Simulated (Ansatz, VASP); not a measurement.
**Two plane-wave programs on CsI**

```xyz
2
Lattice="4.6676 0.0000 0.0000 0.0000 4.6676 0.0000 0.0000 0.0000 4.6676" Properties=species:S:1:pos:R:3 pbc="T T T"
Cs    0.0000    0.0000    0.0000
I     2.3338    2.3338    2.3338
```

Alike in both runs: task single point; functional PBE; k mesh 6 × 6 × 6; non-collinear spin, spin-orbit coupling.

```csv
,VASP,Ansatz
version,VASP 6.6.1,Ansatz 0.2.0
potentials or method,"VASP PAW PBE potentials, release 64 (Cs_sv, I), cutoff 500 eV","plane waves, PAW"
occupations,tetrahedron,tetrahedron-uncorrected
valence electrons in the cell,16,26
```

|  | VASP | Ansatz | Ansatz less VASP |
| --- | --- | --- | --- |
| pressure (GPa) | 0.0 | 0.0 | -0.02 |

VASP's potentials hold 16 valence electrons a cell and Ansatz's 26, so a difference there can come from the potentials and not from the codes. Ansatz's warnings: band table not solved further.
